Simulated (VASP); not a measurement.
# Te (P3_121) in VASP: notebook

Te is run at these levels: PBE-based screened hybrid, PBE; tasks: single point, relaxation of cell and atoms.

All numbers are computed with VASP 6.6.1; they aren't measurements. Logs are shortened: lines on timing, memory, paths and dates and some standing lists are left out, and cuts for length are marked.

### 1 The cell of the first run

The structure is trigonal, space group P3_121 (No. 152). The conventional cell has a = 4.454 Å, b = 4.454 Å, c = 5.924 Å, α = 90.00°, β = 90.00°, γ = 120.00°. Within 3.8 Å of Te (site symmetry 2) lie 6 Te at 2.86 to 3.47 Å.

### 2 Single point, PBE-based screened hybrid

File POSCAR:

```
Te
1.0
    4.4540000000      0.0000000000      0.0000000000
   -2.2270000000      3.8572771485      0.0000000000
    0.0000000000      0.0000000000      5.9240000000
Te
3
Direct
    0.7310000000      0.7310000000      0.0000000000
    0.0000000000      0.2690000000      0.6666666667
    0.2690000000      0.0000000000      0.3333333333
```

File INCAR.step1:

```
SYSTEM = Te
ALGO = Normal
EDIFF = 1E-5
ENCUT = 520
GGA = PE
ISIF = 2
ISMEAR = -1
LASPH = .TRUE.
LREAL = .FALSE.
LWAVE = .TRUE.
NBANDS = 16
NELM = 60
PREC = Accurate
SIGMA = 0.05
```

File INCAR.step2:

```
SYSTEM = Te
AEXX = 0.25
ALGO = Normal
EDIFF = 1E-6
ENCUT = 520
GGA = PE
HFSCREEN = 0.2
ISIF = 2
ISMEAR = -1
ISTART = 1
LASPH = .TRUE.
LCHARG = .TRUE.
LELF = .TRUE.
LHFCALC = .TRUE.
LREAL = .FALSE.
LVHAR = .TRUE.
LWAVE = .FALSE.
NBANDS = 16
NELM = 60
PREC = Accurate
PRECFOCK = Normal
SIGMA = 0.05
```

File KPOINTS:

```
k-points
0
G
  4 4 3
  0 0 0
```

Potentials or basis: VASP PAW PBE potentials, release 64 (Te).

On the command line:

```sh
$ cat potpaw_PBE.64/Te/POTCAR > POTCAR
$ cp INCAR.step1 INCAR
$ mpirun -np 1 vasp_std > vasp.out
$ cp INCAR.step2 INCAR
$ mpirun -np 1 vasp_std > vasp.out
```

OUTCAR:

```text
SYSTEM = Te
   AEXX = 0.25
   EDIFF = 1E-6
   ENCUT = 520
   GGA = PE
   HFSCREEN = 0.2
   ISIF = 2
   ISMEAR = -1
   ISTART = 1
   LASPH = .TRUE.
   LHFCALC = .TRUE.
   LREAL = .FALSE.
   NELM = 60
   PREC = Accurate
   PRECFOCK = Normal

 ion  position               nearest neighbor table
   1  0.731  0.731  0.000-   3 2.86   2 2.86   3 3.47   2 3.47   2 3.47   3 3.47
   2  0.000  0.269  0.667-   1 2.86   3 2.86   1 3.47   1 3.47   3 3.47   3 3.47
   3  0.269  0.000  0.333-   1 2.86   2 2.86   1 3.47   1 3.47   2 3.47   2 3.47

  LATTYP: Found a hexagonal cell.
 ALAT       =     4.4540000000
 C/A-ratio  =     1.3300404131

  Lattice vectors:

 A1 = (   4.4540000000,   0.0000000000,   0.0000000000)
 A2 = (  -2.2270000000,   3.8572771485,   0.0000000000)
 A3 = (   0.0000000000,   0.0000000000,   5.9240000000)

Analysis of symmetry for initial positions (statically):
=====================================================================
 Subroutine PRICEL returns:
 Original cell was already a primitive cell.

 Routine SETGRP: Setting up the symmetry group for a
 hexagonal supercell.

 Subroutine GETGRP returns: Found  6 space group operations
 (whereof  2 operations were pure point group operations)
 out of a pool of 24 trial point group operations.

The static configuration has the point symmetry C_2 .
 The point group associated with its full space group is D_3 .

Analysis of symmetry for dynamics (positions and initial velocities):
=====================================================================
 Subroutine PRICEL returns:
 Original cell was already a primitive cell.

 Routine SETGRP: Setting up the symmetry group for a
 hexagonal supercell.

 Subroutine GETGRP returns: Found  6 space group operations
 (whereof  2 operations were pure point group operations)
 out of a pool of 24 trial point group operations.

The dynamic configuration has the point symmetry C_2 .
 The point group associated with its full space group is D_3 .

 Subroutine INISYM returns: Found  6 space group operations
 (whereof  2 operations are pure point group operations),
 and found     1 'primitive' translations

----------------------------------------------------------------------------------------

                                     Primitive cell

  volume of cell :     101.7762

  direct lattice vectors                    reciprocal lattice vectors
     4.454000000  0.000000000  0.000000000     0.224517288  0.129625117  0.000000000
    -2.227000000  3.857277149  0.000000000     0.000000000  0.259250233  0.000000000
     0.000000000  0.000000000  5.924000000     0.000000000  0.000000000  0.168804862

  length of vectors
     4.454000000  4.454000000  5.924000000     0.259250233  0.259250233  0.168804862

  position of ions in fractional coordinates (direct lattice)
     0.731000000  0.731000000  0.000000000
     0.000000000  0.269000000  0.666666667
     0.269000000  0.000000000  0.333333333

  ion indices of the primitive-cell ions
   primitive index   ion index
                 1           1
                 2           2
                 3           3

----------------------------------------------------------------------------------------

 KPOINTS: k-points

Automatic generation of k-mesh.
 Grid dimensions read from file:
 generate k-points for:    4    4    3

 Generating k-lattice:

  Cartesian coordinates                     Fractional coordinates (reciprocal lattice)
     0.056129322  0.032406279  0.000000000     0.250000000  0.000000000  0.000000000
     0.000000000  0.064812558  0.000000000     0.000000000  0.250000000  0.000000000
     0.000000000  0.000000000  0.056268287     0.000000000  0.000000000  0.333333333

  Length of vectors
     0.064812558  0.064812558  0.056268287

  Shift w.r.t. Gamma in fractional coordinates (k-lattice)
     0.000000000  0.000000000  0.000000000

 Subroutine IBZKPT returns following result:
 ===========================================

 Found      9 irreducible k-points:

 Following reciprocal coordinates:
            Coordinates               Weight
  0.000000  0.000000  0.000000      1.000000
  0.250000  0.000000  0.000000      6.000000
  0.500000  0.000000  0.000000      3.000000
  0.250000  0.250000  0.000000      6.000000
  0.000000  0.000000  0.333333      2.000000
  0.250000  0.000000  0.333333      6.000000
  0.000000  0.250000  0.333333      6.000000
  0.500000  0.000000  0.333333      6.000000
  0.250000  0.250000  0.333333     12.000000
   k-points           NKPTS =      9   k-points in BZ     NKDIM =     48   number of bands    NBANDS=     16
   number of dos      NEDOS =    301   number of ions     NIONS =      3
   total plane-waves  NPLWV =  62208
   dimension x,y,z NGX =    36 NGY =   36 NGZ =   48
   dimension x,y,z NGXF=    72 NGYF=   72 NGZF=   96
   ions per type =               3
   NGX,Y,Z   is equivalent  to a cutoff of  13.44, 13.44, 13.47 a.u.
   NGXF,Y,Z  is equivalent  to a cutoff of  26.87, 26.87, 26.94 a.u.
 SYSTEM =  Te
   PREC   = accura    normal or accurate (medium, high low for compatibility)
   ISTART =      1    job   : 0-new  1-cont  2-samecut
   ICHARG =      0    charge: 1-file 2-atom 10-const
   ISPIN  =      1    spin polarized calculation?
   LNONCOLLINEAR =      F non collinear calculations
   LSORBIT =      F    spin-orbit coupling
   LASPH  =      T    aspherical Exc in radial PAW
   ENCUT  =  520.0 eV  38.22 Ry    6.18 a.u.   8.28  8.28 11.01*2*pi/ulx,y,z
   NELM   =     60;   NELMIN=  2; NELMDL=  0     # of ELM steps
   EDIFF  = 0.1E-05   stopping-criterion for ELM
   LREAL  =      F    real-space projection
   EDIFFG = 0.1E-04   stopping-criterion for IOM
   NSW    =      0    number of steps for IOM
   IBRION =     -1    ionic relax: 0-MD 1-quasi-New 2-CG
   NFREE  =      0    steps in history (QN), initial steepest desc. (CG)
   ISIF   =      2    stress and relaxation
   ISYM   =      3    0-nonsym 1-usesym 2-fastsym
   POTIM  = 0.5000    time-step for ionic-motion
   TEBEG  =    0.0;   TEEND  =   0.0 temperature during run
   PSTRESS=    0.0 pullay stress
   NELECT =      18.0000    total number of electrons
   NUPDOWN=      -1.0000    fix difference up-down
   EMIN   =  10.00;   EMAX   =-10.00  energy-range for DOS
   EFERMI =   0.00;   METHOD = LEGACY
   ISMEAR =    -1;   SIGMA  =   0.05  broadening in eV -4-tet -1-fermi 0-gaus
   EFERMI_NEDOS =   21; number of points for ismear=-14 and -15
   IALGO  =     38    algorithm
   IMIX   =      1    mixing-type and parameters
     AMIX     =   0.40;   BMIX     =  1.00
     AMIX_MAG =   1.60;   BMIX_MAG =  1.00
  volume/ion in A,a.u.               =      33.93       228.94
  Fermi-wavevector in a.u.,A,eV,Ry     =   0.918933  1.736531 11.489263  0.844437
  Thomas-Fermi vector in A             =   2.044070
   LORBIT       =      0    0 simple, 1 ext, 2 COOP (PROOUT), +10 PAW based schemes
   GGA     = PE    functional components
   LHFCALC =     T    Hartree Fock is set to
   PRECFOCK=normal    Normal, Fast or Accurate (Low or Medium for compatibility)
   ENCUT4O =  -1.0   cutoff for four orbital integrals eV
   NKREDX  =     1    reduce k-point grid by
   NKREDY  =     1    reduce k-point grid by
   NKREDZ  =     1    reduce k-point grid by
   AEXX    =    0.2500 exact exchange contribution
   HFSCREEN=    0.2000 screening length (either q_TF or 0.3 A-1)
   HFSCREENC=   0.2000 screening length for correlation (either q_TF or 0.3 A-1)
   ENCUTFOCK=  -1.0 apply spherical cutoff to Coloumb kernel
   IVDW    =     0    specifies the selected vdW correction
   LEPSILON=     F    determine dielectric tensor
   LRPA    =     F    only Hartree local field effects (RPA)
 non-spin polarized calculation
  energy-cutoff  :      520.00
  volume of cell :      101.78
 maximum number of plane-waves:      2758
 NGX is ok and might be reduce to    36
  NGX = 28; NGY = 28; NGZ = 36

 number of electron      17.9999999 magnetization

 Free energy of the ion-electron system (eV)
  ---------------------------------------------------
  ext. energy  EPLUGINS =         0.00000000
  ---------------------------------------------------
  free energy    TOTEN  =       -11.87950446 eV

  energy without entropy =      -11.87950350  energy(sigma->0) =      -11.87950398

 E-fermi :   5.9649     XC(G=0):  -7.5761

 val. band max:        5.2897597531   @ k =   0.2500   0.2500   0.3333
 cond. band min:       6.5672237322   @ k =   0.0000   0.0000   0.3333
 fundamental gap:      1.2774639791
 Fermi energy:         5.9648813910

 k-point     1 :       0.0000    0.0000    0.0000
  band No.  band energies     occupation
      1      -9.3580      2.00000
      2      -5.6879      2.00000
      3      -5.6879      2.00000
      4       2.2382      2.00000
      5       2.6365      2.00000
      6       2.6365      2.00000
[... 8 lines left out ...]
     15      12.1388      0.00000
     16      12.5997      0.00000

 k-point     2 :       0.2500    0.0000    0.0000
  band No.  band energies     occupation
      1      -8.9093      2.00000
      2      -5.8919      2.00000
      3      -5.5594      2.00000
      4       0.4909      2.00000
      5       1.3425      2.00000
      6       1.8296      2.00000
[... 8 lines left out ...]
     15      12.7733      0.00000
     16      13.5500      0.00000

 k-point     3 :       0.5000    0.0000    0.0000
  band No.  band energies     occupation
      1      -8.1810      2.00000
      2      -6.5171      2.00000
      3      -5.4078      2.00000
      4       0.2275      2.00000
      5       0.7518      2.00000
      6       1.5948      2.00000
[... 8 lines left out ...]
     15      15.1317      0.00000
     16      15.4293      0.00000

 k-point     4 :       0.2500    0.2500    0.0000
  band No.  band energies     occupation
      1      -8.2286      2.00000
      2      -6.1673      2.00000
      3      -5.7620      2.00000
      4       0.4480      2.00000
      5       0.5090      2.00000
      6       2.0009      2.00000
[... 8 lines left out ...]
     15      13.8094      0.00000
     16      14.5506      0.00000

 k-point     5 :       0.0000    0.0000    0.3333
  band No.  band energies     occupation
      1      -8.9166      2.00000
      2      -7.6342      2.00000
      3      -3.7011      2.00000
      4       1.5696      2.00000
      5       2.4640      2.00000
      6       2.8091      2.00000
[... 8 lines left out ...]
     15      11.8651      0.00000
     16      13.0993      0.00000

 k-point     6 :       0.2500    0.0000    0.3333
  band No.  band energies     occupation
      1      -8.5103      2.00000
      2      -7.3020      2.00000
      3      -4.4955      2.00000
      4       1.0135      2.00000
      5       1.7406      2.00000
      6       2.3092      2.00000
[... 8 lines left out ...]
     15      11.8651      0.00000
     16      12.7165      0.00000

 k-point     7 :       0.0000    0.2500    0.3333
  band No.  band energies     occupation
      1      -8.4875      2.00000
      2      -7.3708      2.00000
      3      -4.3348      2.00000
      4       0.4448      2.00000
      5       1.1585      2.00000
      6       2.1109      2.00000
[... 8 lines left out ...]
     15      12.8308      0.00000
     16      13.4171      0.00000

 k-point     8 :       0.5000    0.0000    0.3333
  band No.  band energies     occupation
      1      -7.8748      2.00000
      2      -6.9788      2.00000
      3      -5.3565      2.00000
      4      -0.4917      2.00000
      5       1.0111      2.00000
      6       1.6915      2.00000
[... 8 lines left out ...]
     15      14.7962      0.00000
     16      15.0527      0.00000

 k-point     9 :       0.2500    0.2500    0.3333
  band No.  band energies     occupation
      1      -7.8900      2.00000
      2      -6.9909      2.00000
      3      -5.2759      2.00000
      4      -0.1300      2.00000
      5       0.4403      2.00000
      6       1.0936      2.00000
[... 8 lines left out ...]
     15      13.0463      0.00000
     16      13.9880      0.00000

------------------------ aborting loop because EDIFF is reached ----------------------------------------

  FORCE on cell =-STRESS in cart. coord.  units (eV):
  Direction    XX          YY          ZZ          XY          YZ          ZX
  --------------------------------------------------------------------------------------
  -------------------------------------------------------------------------------------
  Total       -0.1673131     -0.1673131     -0.9452775      0.0000000     -0.0000000      0.0000000
  in kB       -2.6338699     -2.6338699    -14.8807144      0.0000000     -0.0000000      0.0000000
  external PRESSURE =      -6.7161514 kB  Pullay stress =       0.0000000 kB

 VOLUME and BASIS-vectors are now :
 -----------------------------------------------------------------------------
  energy-cutoff  :      520.00
  volume of cell :      101.78
      direct lattice vectors                 reciprocal lattice vectors
     4.454000000  0.000000000  0.000000000     0.224517288  0.129625117  0.000000000
    -2.227000000  3.857277149  0.000000000     0.000000000  0.259250233  0.000000000
     0.000000000  0.000000000  5.924000000     0.000000000  0.000000000  0.168804862

 POSITION                                       TOTAL-FORCE (eV/Angst)
 -----------------------------------------------------------------------------------
      1.62794      2.81967      0.00000         0.165707      0.287012      0.000000
     -0.59906      1.03761      3.94933         0.165707     -0.287012      0.000000
      1.19813      0.00000      1.97467        -0.331413      0.000000      0.000000
 -----------------------------------------------------------------------------------
    total drift:                               -0.000001      0.000001      0.000000

  FREE ENERGIE OF THE ION-ELECTRON SYSTEM (eV)
  ---------------------------------------------------
  free  energy   TOTEN  =       -11.8795044613 eV

  energy  without entropy=      -11.8795034976  energy(sigma->0) =      -11.87950398
```

Run time: 12 min. Hardware: 1 thread of Intel Xeon Platinum 8375C at 2.90GHz (Ice Lake), shared host; peak memory 0.35 GiB.

What came out:

* Free energy: -11.8795 eV
* Pressure: -0.7 GPa
* Largest force: 0.331 eV/Å
* Band gap on the k mesh: 1.28 eV, indirect (least direct gap 1.48 eV)

Forces on the atoms (eV/Å):
```
Te   0.166  0.287  0.000
Te   0.166 -0.287  0.000
Te  -0.331  0.000  0.000
```

Levels at points of the mesh, in eV from the valence-band top:
```csv
k point,band 7,band 8,band 9,band 10,band 11,band 12
"(0.00, 0.00, 0.00)",-1.60,-1.60,-0.70,1.81,1.81,2.50
"(0.50, 0.00, 0.00)",-3.61,-0.83,-0.63,1.60,1.70,3.79
```

Caveat: the PAW data sets were made with another functional, which shifts forces and pressure a little; spin-orbit coupling is left out, which moves the levels of the heavy elements.

### 3 Single point, PBE

File INCAR:

```
PREC = Accurate
ENCUT = 520
EDIFF = 1E-7
ISMEAR = 0
SIGMA = 0.011
LREAL = False
LASPH = True
NELM = 80
ALGO = Normal
ISIF = 2
LWAVE = False
LCHARG = False
GGA = PE
NBANDS = 16
```

File KPOINTS:

```
Automatic mesh
0
Gamma
  7 7 5
```

POSCAR is that of step 2.

Potentials or basis: VASP PAW PBE potentials, release 64 (Te).

On the command line:

```sh
$ cat potpaw_PBE.64/Te/POTCAR > POTCAR
$ mpirun -np 1 vasp_std > vasp.out
```

OUTCAR:

```text
PREC = Accurate
   ENCUT = 520
   EDIFF = 1E-7
   ISMEAR = 0
   LREAL = False
   LASPH = True
   NELM = 80
   ISIF = 2
   GGA = PE

 ion  position               nearest neighbor table
   1  0.731  0.731  0.000-   3 2.86   2 2.86   3 3.47   2 3.47   2 3.47   3 3.47
   2  0.000  0.269  0.667-   1 2.86   3 2.86   1 3.47   1 3.47   3 3.47   3 3.47
   3  0.269  0.000  0.333-   1 2.86   2 2.86   1 3.47   1 3.47   2 3.47   2 3.47

  LATTYP: Found a hexagonal cell.
 ALAT       =     4.4540000000
 C/A-ratio  =     1.3300404131

  Lattice vectors:

 A1 = (   4.4540000000,   0.0000000000,   0.0000000000)
[... 642 lines left out ...]
     15      11.9497      0.00000
     16      12.5829      0.00000

 [... further k-points ...]
[... 5 lines left out ...]
  --------------------------------------------------------------------------------------
  -------------------------------------------------------------------------------------
  Total        0.8328184      0.8328184      1.1020593     -0.0000000      0.0000000      0.0000000
  in kB       13.1103656     13.1103656     17.3487994     -0.0000000      0.0000000      0.0000000
  external PRESSURE =      14.5231769 kB  Pullay stress =       0.0000000 kB

 VOLUME and BASIS-vectors are now :
 -----------------------------------------------------------------------------
  energy-cutoff  :      520.00
  volume of cell :      101.78
      direct lattice vectors                 reciprocal lattice vectors
     4.454000000  0.000000000  0.000000000     0.224517288  0.129625117  0.000000000
    -2.227000000  3.857277149  0.000000000     0.000000000  0.259250233  0.000000000
     0.000000000  0.000000000  5.924000000     0.000000000  0.000000000  0.168804862

 POSITION                                       TOTAL-FORCE (eV/Angst)
 -----------------------------------------------------------------------------------
      1.62794      2.81967      0.00000        -0.079874     -0.138347      0.000000
     -0.59906      1.03761      3.94933        -0.079874      0.138347      0.000000
      1.19813      0.00000      1.97467         0.159749     -0.000000     -0.000000
 -----------------------------------------------------------------------------------
    total drift:                               -0.000000     -0.000000      0.000000

  FREE ENERGIE OF THE ION-ELECTRON SYSTEM (eV)
  ---------------------------------------------------
  free  energy   TOTEN  =        -9.4170497300 eV

  energy  without entropy=       -9.4170497300  energy(sigma->0) =       -9.41704973
```

stdout:

```text
POSCAR found type information on POSCAR Te
 POSCAR found :  1 types and       3 ions
 scaLAPACK will be used
 LDA part: xc-table for (Slater+PW92), standard interpolation
 POSCAR, INCAR and KPOINTS ok, starting setup
 FFT: planning ... GRIDC
 FFT: planning ... GRID_SOFT
 FFT: planning ... GRID
 WAVECAR not read
 entering main loop
```

Wall time 40 s (1 thread of AMD EPYC 7R13 (Zen 3), shared host); peak memory 0.2 GiB.

Results:

```
Free energy            : -9.4170 eV
Pressure               : 1.5 GPa
Largest force          : 0.160 eV/Å
Band gap on the k mesh : 0.63 eV, indirect (least direct gap 0.78 eV)
```

Forces in eV/Å, atoms in the order of the input:
```
Te  -0.080 -0.138  0.000
Te  -0.080  0.138  0.000
Te   0.160  0.000  0.000
```

Caveat: spin-orbit coupling is left out, which moves the levels of the heavy elements. A k mesh can miss the band edges.

### 4 Single point, PBE

This run uses another cell than the first one, of 35.14 Å³/atom, 1.036 times its volume.

File INCAR:

```
ALGO = Normal ; EDIFF = 1E-6
ENCUT = 520 ; GGA = PE
ISIF = 2 ; ISMEAR = -1
LASPH = T ; LCHARG = F
LREAL = F ; LWAVE = F
NBANDS = 16 ; NELM = 80
PREC = Accurate ; SIGMA = 0.05
```

File KPOINTS:

```
k-points
0
Gamma
  7 7 5
```

File POSCAR:

```
Te
1.0
    4.5219727841      0.0000000000      0.0000000000
   -2.2609863921      3.9161433063      0.0000000000
    0.0000000000      0.0000000000      5.9537835222
Te
3
Direct
    0.7319885369      0.7319885369      0.0000000000
    0.0000000000      0.2680114631      0.6666666667
    0.2680114631      0.0000000000      0.3333333333
```

On the command line:

```sh
$ cat potpaw_PBE.64/Te/POTCAR > POTCAR
$ mpirun -np 1 vasp_std > vasp.out
```

Run time: 37 s. Hardware: 1 thread of AMD EPYC 7R13 (Zen 3), shared host; peak memory 0.21 GiB.

The run converged. Its results:

- Free energy: -9.4312 eV
- Pressure: 0.0 GPa
- Largest force: 0.008 eV/Å
- Band gap on the k mesh: 0.62 eV, indirect (least direct gap 0.80 eV)

Forces in eV/Å, atoms in the order of the input:
```
Te  -0.004 -0.007  0.000
Te  -0.004  0.007  0.000
Te   0.008  0.000  0.000
```

Levels at points of the mesh, in eV from the valence-band top:
```tsv
k point	band 6	band 7	band 8	band 9	band 10	band 11	band 12	band 13
(0.00, 0.00, 0.00)	-2.57	-1.46	-1.46	-0.64	1.15	1.15	1.70	5.20
```

Caveat: spin-orbit coupling is left out, which moves the levels of the heavy elements.

[end of part 1 of 2]
